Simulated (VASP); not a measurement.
Here is a VASP 6.6.1 calculation.

POSCAR

```
Sc2Al
1.0
    5.2790708054      0.0000000000      0.0000000000
   -2.6395354027      4.5718094259      0.0000000000
    0.0000000000      0.0000000000      6.6563896599
Sc Al
4 2
Direct
    0.0000000000      0.0000000000      0.0000000000
    0.0000000000      0.0000000000      0.5000000000
    0.3333333333      0.6666666667      0.7500000000
    0.6666666667      0.3333333333      0.2500000000
    0.3333333333      0.6666666667      0.2500000000
    0.6666666667      0.3333333333      0.7500000000
```

The input INCAR.step1:

```
SYSTEM = Sc2Al
PREC = Accurate ; ENCUT = 520
ISMEAR = 0 ; SIGMA = 0.15
LREAL = .False. ; LASPH = .True.
NELM = 100 ; NBANDS = 34
GGA = PE ; ALGO = Normal
EDIFF = 1E-4 ; LWAVE = .True.
LCHARG = .False.
```

File INCAR.step2:

```
SYSTEM = Sc2Al
PREC = Accurate ; ENCUT = 520
EDIFF = 1E-6 ; ISMEAR = 0
SIGMA = 0.15 ; LREAL = .False.
LASPH = .True. ; NELM = 100
ALGO = Normal ; ISIF = 2
LWAVE = .False. ; LCHARG = .False.
METAGGA = R2SCAN ; LMIXTAU = .True.
NBANDS = 34 ; ISTART = 1
```

File KPOINTS:

```
regular mesh
0
Gamma
  12 12 8
  0 0 0
```

Potentials or basis: VASP PAW PBE potentials, release 64 (Sc_sv, Al).

Command:

```console
$ cat potpaw_PBE.64/Sc_sv/POTCAR potpaw_PBE.64/Al/POTCAR > POTCAR
$ cp INCAR.step1 INCAR
$ mpirun -np 1 vasp_std > vasp.out
$ cp INCAR.step2 INCAR
$ mpirun -np 1 vasp_std > vasp.out
```

Q: Predict the pressure.

A: -10.9 GPa.

Q: Estimate the band gap on the k mesh.

A: Zero (bands 25 and 26 overlap by 0.52 eV).

Stress tensor (GPa, compression positive):
```
-11.40   0.00   0.00
  0.00 -11.40   0.00
  0.00   0.00 -10.03
```

Caveat: the cell differs from its parent crystal (strain +0.080 along x and y, +0.080 along z); the cell stands under tension; the PAW data sets were made with another functional, which shifts forces and pressure a little.
